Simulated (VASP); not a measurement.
Runs of VASP 6.6.1 on Al. The structure is that of space group P6_3/mmc (No. 194), or close to it. The cells are those of the table. 

```tsv
task	level	potentials or basis	spin	cell	k mesh	cutoff (eV)	smearing	gap on the mesh (eV)	pressure (GPa)	moment (μB)
single point	PBE	VASP PAW PBE potentials, release 64 (Al)	off	a = 2.812, b = 2.812, c = 4.867 Å, angles 90.0, 90.0, 120.0°, 2 atoms	2 × 4 × 2	520	gaussian 0.1 eV	none	1.2	-
single point	LDA	VASP PAW LDA potentials, release 64 (Al)	off	a = 2.812, b = 2.812, c = 4.867 Å, angles 90.0, 90.0, 120.0°, 2 atoms	9 × 9 × 6	500	gaussian 0.1 eV	none	-3.0	-
single point	PBE+D4	VASP PAW PBE potentials, release 64 (Al)	off	a = 2.812, b = 2.812, c = 4.867 Å, angles 90.0, 90.0, 120.0°, 2 atoms	3 × 3 × 2	500	gaussian 0.1 eV	none	-2.0	-
single point	PBE	VASP PAW PBE potentials, release 64 (Al)	off	a = 2.812, b = 2.812, c = 4.867 Å, angles 90.0, 90.0, 120.0°, 2 atoms	6 × 6 × 3	500	gaussian 0.1 eV	none	1.9	-
single point	PBE	VASP PAW PBE potentials, release 64 (Al)	off	a = 2.812, b = 2.812, c = 4.867 Å, angles 90.0, 90.0, 120.0°, 2 atoms	6 × 6 × 4, shifted	500	gaussian 0.1 eV	none	(b)	-
single point	PBE	VASP PAW PBE potentials, release 64 (Al)	off	a = 2.812, b = 2.812, c = 4.867 Å, angles 90.0, 90.0, 120.0°, 2 atoms	6 × 6 × 4	500	gaussian 0.1 eV	none	0.8	-
single point	LDA	VASP PAW LDA potentials, release 64 (Al)	collinear	a = 2.753, b = 2.753, c = 4.764 Å, angles 90.0, 90.0, 120.0°, 2 atoms	6 × 6 × 2	500	gaussian 0.1 eV	none	(a)	0.03
single point	r2SCAN	VASP PAW PBE potentials, release 64 (Al)	off	a = 2.812, b = 2.812, c = 4.867 Å, angles 90.0, 90.0, 120.0°, 2 atoms	6 × 6 × 3	550	gaussian 0.1 eV	none	-1.2	-
single point	revPBE	VASP PAW PBE potentials, release 64 (Al)	off	a = 2.812, b = 2.812, c = 4.867 Å, angles 90.0, 90.0, 120.0°, 2 atoms	3 × 3 × 2, shifted	500	gaussian 0.1 eV	none	1.0	-
single point	revPBE	VASP PAW PBE potentials, release 64 (Al)	collinear	a = 2.812, b = 2.812, c = 4.867 Å, angles 90.0, 90.0, 120.0°, 2 atoms	3 × 3 × 2	500	methfessel-paxton 0.058 eV	none	2.2	0.12
single point	PBE	VASP PAW PBE potentials, release 64 (Al)	off	a = 2.812, b = 2.812, c = 4.867 Å, angles 90.0, 90.0, 120.0°, 2 atoms	9 × 9 × 6	500	gaussian 0.1 eV	none	0.1	-
electric field gradients	PBE	VASP PAW PBE potentials, release 64 (Al)	off	a = 2.812, b = 2.812, c = 4.867 Å, angles 90.0, 90.0, 120.0°, 2 atoms	6 × 6 × 7	400	methfessel-paxton 0.1 eV	none	0.3	-
```

**Question.** Fill in the values left out.

**Answer.** (a) 1.7; (b) 0.7.

Caveats: some runs use coarse meshes; the PAW data sets were made with another functional, which shifts forces and pressure a little (some runs); pairwise dispersion overbinds metals, which lowers pressure and volume (some runs).

A gap of «none» marks levels without a gap at the run's occupations.
